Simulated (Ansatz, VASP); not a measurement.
GaN: VASP beside Ansatz

The input POSCAR:

```
GaN
1.0
    3.0253987713      0.0000000000      0.0000000000
   -1.5126993857      2.6200721925      0.0000000000
    0.0000000000      0.0000000000      5.1316353933
Ga N
2 2
Direct
    0.0000000000      0.0000000000      0.0000000000
    0.0000000000      0.0000000000      0.5000000000
    0.3333333333      0.6666666667      0.2500000000
    0.6666666667      0.3333333333      0.7500000000
```

The input INCAR.step1:

```
PREC = Accurate ; ENCUT = 520
ISMEAR = 0 ; SIGMA = 0.01
LREAL = False ; LASPH = True
NELM = 100 ; NBANDS = 26
GGA = PE ; ALGO = Normal
EDIFF = 1E-4 ; LWAVE = True
LCHARG = False
```

File INCAR.step2:

```
PREC = Accurate ; ENCUT = 520
EDIFF = 1E-7 ; ISMEAR = 0
SIGMA = 0.01 ; LREAL = False
LASPH = True ; NELM = 100
ALGO = Normal ; ISIF = 2
LWAVE = False ; LCHARG = False
METAGGA = R2SCAN ; LMIXTAU = True
NBANDS = 26 ; ISTART = 1
```

Contents of KPOINTS:

```
Automatic mesh
0
Gamma
  9 9 4
```

Input for Ansatz:

```yaml
crystal:
  lattice:
    - [3.0253987713, 0.0, 0.0]
    - [-1.5126993857, 2.6200721925, 0.0]
    - [0.0, 0.0, 5.1316353933]
  atoms:
    - { symbol: Ga, position: [0.0, 0.0, 0.0] }
    - { symbol: Ga, position: [0.0, 0.0, 0.5] }
    - { symbol: "N", position: [0.3333333333, 0.6666666667, 0.25] }
    - { symbol: "N", position: [0.6666666667, 0.3333333333, 0.75] }
kpoints:
  mp_grid: { grid: [9, 9, 4] }
hamiltonian:
  xc: r2scan
scf:
  occupations: { method: fixed }
  n_extra_bands: 5
output:
  forces: true
  stress: true
  eigenvalues: true
```

Alike in both runs: task single point; functional r2SCAN; k mesh 9 × 9 × 4; no spin polarisation.

```csv
,VASP,Ansatz
version,VASP 6.6.1,Ansatz 0.2.0
potentials or method,"VASP PAW PBE potentials, release 64 (Ga_d, N)","plane waves, PAW"
plane-wave cutoff (eV),520,500
occupations,"gaussian, width 0.01 eV",fixed
valence electrons in the cell,36,36
```

Ansatz gave:

- gap on the k mesh at the Fermi level (eV): 1.47
- pressure (GPa): -11.9
- traceless stress, the component that is largest in VASP (GPa): -1.44

Problem. What did VASP give for the same quantities?

Solution. gap on the k mesh at the Fermi level (eV): 1.49; pressure (GPa): -11.1; traceless stress, the component that is largest in VASP (GPa): -1.24.

VASP's potentials were made for PBE, not for r2SCAN.
